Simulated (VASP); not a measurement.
# SrCa3 (Pm-3m) in VASP: further runs

SrCa3 is run at these levels: LDA; tasks: relaxation of cell and atoms.

Everything below comes from runs of VASP 6.6.1. Logs are shortened: lines on timing, memory, paths and dates and some standing lists are left out, and cuts for length are marked.

### 1 The cell of the first run

Symmetry: Pm-3m, No. 221, cubic system. Conventional cell: a = 5.441 Å, b = 5.441 Å, c = 5.441 Å, α = 90.00°, β = 90.00°, γ = 90.00°. Sr (site symmetry m-3m) has 12 Ca at 3.85 Å within 5.1 Å. Ca (site symmetry 4/mmm) has 4 Sr at 3.85 Å and 8 Ca at 3.85 Å within 5.1 Å.

### 2 Relaxation of cell and atoms, LDA

File INCAR:

```
PREC = Accurate
ENCUT = 500
EDIFF = 1E-7
ISMEAR = -1
SIGMA = 0.05
LREAL = False
LASPH = True
NELM = 120
ALGO = Normal
ISIF = 3
LWAVE = False
LCHARG = False
GGA = CA
IBRION = 2
NSW = 80
EDIFFG = -0.01
GGA_COMPAT = False
NELMIN = 4
```

File KPOINTS:

```
regular mesh
0
Gamma
  3 3 3
```

File POSCAR:

```
SrCa3
1.0
    5.4409010148      0.0000000000      0.0000000000
    0.0000000000      5.4409010148      0.0000000000
    0.0000000000      0.0000000000      5.4409010148
Sr Ca
1 3
Direct
    0.0000000000      0.0000000000      0.0000000000
    0.0000000000      0.5000000000      0.5000000000
    0.5000000000      0.0000000000      0.5000000000
    0.5000000000      0.5000000000      0.0000000000
```

Potentials or basis: VASP PAW LDA potentials, release 64 (Sr_sv, Ca_sv).

Command:

```
$ cat potpaw_LDA.64/Sr_sv/POTCAR potpaw_LDA.64/Ca_sv/POTCAR > POTCAR
$ mpirun -np 1 vasp_std > vasp.out
```

OUTCAR:

```text
PREC = Accurate
   ENCUT = 500
   EDIFF = 1E-7
   ISMEAR = -1
   LREAL = False
   LASPH = True
   NELM = 120
   ISIF = 3
   GGA = CA
   IBRION = 2
   NSW = 80
   EDIFFG = -0.01
   NELMIN = 4

 ion  position               nearest neighbor table
   1  0.000  0.000  0.000-   2 3.85   3 3.85   4 3.85   2 3.85   3 3.85   2 3.85   4 3.85   2 3.85
                             3 3.85   4 3.85   3 3.85   4 3.85
   2  0.000  0.500  0.500-   1 3.85   1 3.85   1 3.85   1 3.85
   3  0.500  0.000  0.500-   1 3.85   1 3.85   1 3.85   1 3.85
   4  0.500  0.500  0.000-   1 3.85   1 3.85   1 3.85   1 3.85

  LATTYP: Found a simple cubic cell.
 ALAT       =     5.4409010148

  Lattice vectors:

 A1 = (   5.4409010148,   0.0000000000,   0.0000000000)
 A2 = (   0.0000000000,   5.4409010148,   0.0000000000)
 A3 = (   0.0000000000,   0.0000000000,   5.4409010148)

Analysis of symmetry for initial positions (statically):
=====================================================================
 Subroutine PRICEL returns:
 Original cell was already a primitive cell.

 Routine SETGRP: Setting up the symmetry group for a
 simple cubic supercell.

 Subroutine GETGRP returns: Found 48 space group operations
 (whereof 48 operations were pure point group operations)
 out of a pool of 48 trial point group operations.

The static configuration has the point symmetry O_h .

Analysis of symmetry for dynamics (positions and initial velocities):
=====================================================================
 Subroutine PRICEL returns:
 Original cell was already a primitive cell.

 Routine SETGRP: Setting up the symmetry group for a
 simple cubic supercell.

 Subroutine GETGRP returns: Found 48 space group operations
 (whereof 48 operations were pure point group operations)
 out of a pool of 48 trial point group operations.

The dynamic configuration has the point symmetry O_h .

 Subroutine INISYM returns: Found 48 space group operations
 (whereof 48 operations are pure point group operations),
 and found     1 'primitive' translations

----------------------------------------------------------------------------------------

                                     Primitive cell

  volume of cell :     161.0692

  direct lattice vectors                    reciprocal lattice vectors
     5.440901015  0.000000000  0.000000000     0.183793088  0.000000000  0.000000000
     0.000000000  5.440901015  0.000000000     0.000000000  0.183793088  0.000000000
     0.000000000  0.000000000  5.440901015     0.000000000  0.000000000  0.183793088

  length of vectors
     5.440901015  5.440901015  5.440901015     0.183793088  0.183793088  0.183793088

  position of ions in fractional coordinates (direct lattice)
     0.000000000  0.000000000  0.000000000
     0.000000000  0.500000000  0.500000000
     0.500000000  0.000000000  0.500000000
     0.500000000  0.500000000  0.000000000

  ion indices of the primitive-cell ions
   primitive index   ion index
                 1           1
                 2           2
                 3           3
                 4           4

----------------------------------------------------------------------------------------

 KPOINTS: regular mesh

Automatic generation of k-mesh.
 Grid dimensions read from file:
 generate k-points for:    3    3    3

 Generating k-lattice:

  Cartesian coordinates                     Fractional coordinates (reciprocal lattice)
     0.061264363  0.000000000  0.000000000     0.333333333  0.000000000  0.000000000
     0.000000000  0.061264363  0.000000000     0.000000000  0.333333333  0.000000000
     0.000000000  0.000000000  0.061264363     0.000000000  0.000000000  0.333333333

  Length of vectors
     0.061264363  0.061264363  0.061264363

  Shift w.r.t. Gamma in fractional coordinates (k-lattice)
     0.000000000  0.000000000  0.000000000

 Subroutine IBZKPT returns following result:
 ===========================================

 Found      4 irreducible k-points:

 Following reciprocal coordinates:
            Coordinates               Weight
  0.000000  0.000000  0.000000      1.000000
  0.333333  0.000000  0.000000      6.000000
  0.333333  0.333333  0.000000     12.000000
  0.333333  0.333333  0.333333      8.000000
   k-points           NKPTS =      4   k-points in BZ     NKDIM =      4   number of bands    NBANDS=     24
   number of dos      NEDOS =    301   number of ions     NIONS =      4
   total plane-waves  NPLWV =  64000
   dimension x,y,z NGX =    40 NGY =   40 NGZ =   40
   dimension x,y,z NGXF=    80 NGYF=   80 NGZF=   80
   ions per type =               1   3
   NGX,Y,Z   is equivalent  to a cutoff of  12.22, 12.22, 12.22 a.u.
   NGXF,Y,Z  is equivalent  to a cutoff of  24.44, 24.44, 24.44 a.u.
 SYSTEM =  unknown system
   PREC   = accura    normal or accurate (medium, high low for compatibility)
   ISTART =      0    job   : 0-new  1-cont  2-samecut
   ICHARG =      2    charge: 1-file 2-atom 10-const
   ISPIN  =      1    spin polarized calculation?
   LNONCOLLINEAR =      F non collinear calculations
   LSORBIT =      F    spin-orbit coupling
   LASPH  =      T    aspherical Exc in radial PAW
   ENCUT  =  500.0 eV  36.75 Ry    6.06 a.u.   9.92  9.92  9.92*2*pi/ulx,y,z
   NELM   =    120;   NELMIN=  4; NELMDL= -5     # of ELM steps
   EDIFF  = 0.1E-06   stopping-criterion for ELM
   LREAL  =      F    real-space projection
   EDIFFG = -.1E-01   stopping-criterion for IOM
   NSW    =     80    number of steps for IOM
   IBRION =      2    ionic relax: 0-MD 1-quasi-New 2-CG
   NFREE  =      1    steps in history (QN), initial steepest desc. (CG)
   ISIF   =      3    stress and relaxation
   ISYM   =      2    0-nonsym 1-usesym 2-fastsym
   POTIM  = 0.5000    time-step for ionic-motion
   TEBEG  =    0.0;   TEEND  =   0.0 temperature during run
   PSTRESS=    0.0 pullay stress
   NELECT =      40.0000    total number of electrons
   NUPDOWN=      -1.0000    fix difference up-down
   EMIN   =  10.00;   EMAX   =-10.00  energy-range for DOS
   EFERMI =   0.00;   METHOD = LEGACY
   ISMEAR =    -1;   SIGMA  =   0.05  broadening in eV -4-tet -1-fermi 0-gaus
   EFERMI_NEDOS =   21; number of points for ismear=-14 and -15
   IALGO  =     38    algorithm
   IMIX   =      4    mixing-type and parameters
     AMIX     =   0.40;   BMIX     =  1.00
     AMIX_MAG =   1.60;   BMIX_MAG =  1.00
  volume/ion in A,a.u.               =      40.27       271.74
  Fermi-wavevector in a.u.,A,eV,Ry     =   1.029020  1.944567 14.406979  1.058883
  Thomas-Fermi vector in A             =   2.163047
   LORBIT       =      0    0 simple, 1 ext, 2 COOP (PROOUT), +10 PAW based schemes
   GGA     = CA    functional components
   LHFCALC =     F    Hartree Fock is set to
   AEXX    =    0.0000 exact exchange contribution
   IVDW    =     0    specifies the selected vdW correction
   LEPSILON=     F    determine dielectric tensor
   LRPA    =     F    only Hartree local field effects (RPA)
 conjugate gradient relaxation of ions
 non-spin polarized calculation
  energy-cutoff  :      500.00
  volume of cell :      161.07
 maximum number of plane-waves:      4108
 NGX is ok and might be reduce to    40
   NGX = 19   NGY = 19   NGZ = 19

 number of electron      40.0000016 magnetization

 Free energy of the ion-electron system (eV)
  ---------------------------------------------------
  ext. energy  EPLUGINS =         0.00000000
  ---------------------------------------------------
  free energy    TOTEN  =        -8.54990136 eV

  energy without entropy =       -8.52534690  energy(sigma->0) =       -8.53762413

 E-fermi :   2.1877     XC(G=0):  -8.2376

 val. band max:        2.0854489435   @ k =   0.3333   0.0000   0.0000
 cond. band min:       2.3474117088   @ k =   0.3333   0.3333   0.3333
 fundamental gap:      0.2619627653
 Fermi energy:         2.1877482451

 k-point     1 :       0.0000    0.0000    0.0000
  band No.  band energies     occupation
      1     -39.2844      2.00000
      2     -39.2661      2.00000
      3     -39.2661      2.00000
      4     -33.7178      2.00000
      5     -20.6332      2.00000
      6     -20.6332      2.00000
[... 16 lines left out ...]
     23       2.4928      0.00447
     24       3.4139      0.00000

 k-point     2 :       0.3333    0.0000    0.0000
  band No.  band energies     occupation
      1     -39.2805      2.00000
      2     -39.2699      2.00000
      3     -39.2660      2.00000
      4     -33.7177      2.00000
      5     -20.6175      2.00000
      6     -20.6175      2.00000
[... 16 lines left out ...]
     23       2.8745      0.00000
     24       3.1155      0.00000

 k-point     3 :       0.3333    0.3333    0.0000
  band No.  band energies     occupation
      1     -39.2773      2.00000
      2     -39.2706      2.00000
      3     -39.2685      2.00000
      4     -33.7177      2.00000
      5     -20.6243      2.00000
      6     -20.6021      2.00000
[... 16 lines left out ...]
     23       2.8573      0.00000
     24       3.1062      0.00000

 k-point     4 :       0.3333    0.3333    0.3333
  band No.  band energies     occupation
      1     -39.2752      2.00000
      2     -39.2706      2.00000
      3     -39.2706      2.00000
      4     -33.7176      2.00000
      5     -20.6462      2.00000
      6     -20.6140      2.00000
[... 16 lines left out ...]
     23       2.3745      0.04667
     24       3.0283      0.00000

------------------------ aborting loop because EDIFF is reached ----------------------------------------

  FORCE on cell =-STRESS in cart. coord.  units (eV):
  Direction    XX          YY          ZZ          XY          YZ          ZX
  --------------------------------------------------------------------------------------
  -------------------------------------------------------------------------------------
  Total        0.0090092      0.0090092      0.0090092      0.0000000     -0.0000000      0.0000000
  in kB        0.0896154      0.0896154      0.0896154      0.0000000     -0.0000000      0.0000000
  external PRESSURE =       0.0896154 kB  Pullay stress =       0.0000000 kB

 VOLUME and BASIS-vectors are now :
 -----------------------------------------------------------------------------
  energy-cutoff  :      500.00
  volume of cell :      161.07
      direct lattice vectors                 reciprocal lattice vectors
     5.440901015  0.000000000  0.000000000     0.183793088  0.000000000  0.000000000
     0.000000000  5.440901015  0.000000000     0.000000000  0.183793088  0.000000000
     0.000000000  0.000000000  5.440901015     0.000000000  0.000000000  0.183793088

 POSITION                                       TOTAL-FORCE (eV/Angst)
 -----------------------------------------------------------------------------------
      0.00000      0.00000      0.00000         0.000000      0.000000      0.000000
      0.00000      2.72045      2.72045         0.000000      0.000000      0.000000
      2.72045      0.00000      2.72045         0.000000      0.000000      0.000000
      2.72045      2.72045      0.00000         0.000000      0.000000      0.000000
 -----------------------------------------------------------------------------------
    total drift:                               -0.000000      0.000000     -0.000000

  FREE ENERGIE OF THE ION-ELECTRON SYSTEM (eV)
  ---------------------------------------------------
  free  energy   TOTEN  =        -8.5499013566 eV

  energy  without entropy=       -8.5253468998  energy(sigma->0) =       -8.53762413

 reached required accuracy - stopping structural energy minimisation
```

Wall time 27 s (1 thread of Intel Xeon 8259CL, shared host); peak memory 0.19 GiB.

Results:

```
Free energy             : -8.5499 eV
Pressure after relaxing : 0.0 GPa
```

Final structure:
```xyz
4
Lattice="5.4409 0.0000 0.0000 0.0000 5.4409 0.0000 0.0000 0.0000 5.4409" Properties=species:S:1:pos:R:3 pbc="T T T"
Sr    0.0000    0.0000    0.0000
Ca    0.0000    2.7205    2.7205
Ca    2.7205    0.0000    2.7205
Ca    2.7205    2.7205    0.0000
```

Levels at points of the mesh, in eV from the Fermi level:
```
           k point  band 16  band 17  band 18  band 19  band 20  band 21  band 22  band 23  band 24
(0.00, 0.00, 0.00)   -18.03    -4.16    -0.81    -0.81    -0.53     0.31     0.31     0.31     1.23
```

Caveat: the k points lie up to 0.38 Å⁻¹ apart in the final cell; the relaxation stopped at its first step, so nothing moved.

### 3 Relaxation of cell and atoms, LDA

This run uses another cell than the first one, of 40.69 Å³/atom.

File INCAR:

```
SYSTEM = SrCa3
ALGO = Normal ; EDIFF = 1E-7
EDIFFG = -0.01 ; ENCUT = 500
GGA = CA ; GGA_COMPAT = .False.
IBRION = 2 ; ISIF = 3
ISMEAR = -1 ; LASPH = .True.
LCHARG = .False. ; LREAL = .False.
LWAVE = .False. ; NELM = 120
NELMIN = 4 ; NSW = 80
PREC = Accurate ; SIGMA = 0.05
```

File KPOINTS:

```
k-points
0
Gamma
  3 3 3
  0 0 0
```

File POSCAR:

```
SrCa3
1.0
    5.4600000000      0.0000000000      0.0000000000
    0.0000000000      5.4600000000      0.0000000000
    0.0000000000      0.0000000000      5.4600000000
Sr Ca
1 3
Direct
    0.0000000000      0.0000000000      0.0000000000
    0.0000000000      0.5000000000      0.5000000000
    0.5000000000      0.0000000000      0.5000000000
    0.5000000000      0.5000000000      0.0000000000
```

Potentials or basis: VASP PAW LDA potentials, release 64 (Sr_sv, Ca_sv).

Command:

```
$ cat potpaw_LDA.64/Sr_sv/POTCAR potpaw_LDA.64/Ca_sv/POTCAR > POTCAR
$ mpirun -np 1 vasp_std > vasp.out
```

Run time: 70 s. Hardware: 1 thread of Intel Xeon 8259CL, shared host; peak memory 0.2 GiB.

The run converged. Its results:

- Free energy: -8.5502 eV
- Relaxed volume: 40.27 Å³/atom
- Relaxed cell: a = 5.441 Å, b = 5.441 Å, c = 5.441 Å, α = 90.00°, β = 90.00°, γ = 90.00°
- Space group after relaxing (to 0.1 Å): Pm-3m (No. 221)
- Energy gained by relaxing: 0.2 meV/atom
- Ionic steps: 3
- Pressure after relaxing: 0.0 GPa

Step by step:
```csv
step,energy change (eV),largest force (eV/Å),pressure (GPa),volume (Å³)
1,0.0000,0.0000,-0.19,162.77
2,-0.0009,0.0000,-0.06,161.65
3,-0.0009,0.0000,0.01,161.09
```

Final structure:
```cif
data_structure
_symmetry_space_group_name_H-M 'P 1'
_symmetry_Int_Tables_number 1
_cell_length_a 5.4412
_cell_length_b 5.4412
_cell_length_c 5.4412
_cell_angle_alpha 90.000
_cell_angle_beta 90.000
_cell_angle_gamma 90.000
_cell_volume 161.09
loop_
_atom_site_label
_atom_site_type_symbol
_atom_site_fract_x
_atom_site_fract_y
_atom_site_fract_z
_atom_site_occupancy
Sr1 Sr 0.00000 0.00000 0.00000 1
Ca1 Ca 0.00000 0.50000 0.50000 1
Ca2 Ca 0.50000 0.00000 0.50000 1
Ca3 Ca 0.50000 0.50000 0.00000 1
```

Levels at points of the mesh, in eV from the Fermi level:
```
           k point  band 17  band 18  band 19  band 20  band 21  band 22  band 23  band 24
(0.00, 0.00, 0.00)    -4.16    -0.81    -0.81    -0.53     0.31     0.31     0.31     1.23
```

Caveat: the k points lie up to 0.38 Å⁻¹ apart in the final cell.
